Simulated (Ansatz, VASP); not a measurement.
# CdS: VASP beside Ansatz

```xyz
2
Lattice="0.0000 2.9392 2.9392 2.8804 0.0000 2.9392 2.8804 2.9392 0.0000" Properties=species:S:1:pos:R:3 pbc="T T T"
Cd    0.0000    0.0000    0.0000
S     1.4402    1.4696    1.4696
```

Change from the starting cell: uniaxial_x strain -2.0%.

Alike in both runs: task single point; functional HSE06; k mesh 6 × 6 × 6; no spin polarisation.

```csv
,VASP,Ansatz
version,VASP 6.6.1,Ansatz 0.2.0
potentials or method,"VASP PAW PBE potentials, release 64 (Cd, S)","plane waves, PAW"
plane-wave cutoff (eV),520,420
occupations,"gaussian, width 0.01 eV",fixed
valence electrons in the cell,18,26
```

```tsv
	VASP	Ansatz	Ansatz less VASP
gap on the k mesh at the Fermi level (eV)	2.12	2.12	-0.005
pressure (GPa)	1.8	1.5	-0.33
traceless stress, the component that is largest in VASP (GPa)	0.24	0.25	+0.006
```

VASP's potentials hold 18 valence electrons a cell and Ansatz's 26, so a difference there can come from the potentials and not from the codes. Ansatz's warnings: stress exchange threshold loose, stress scf threshold loose.
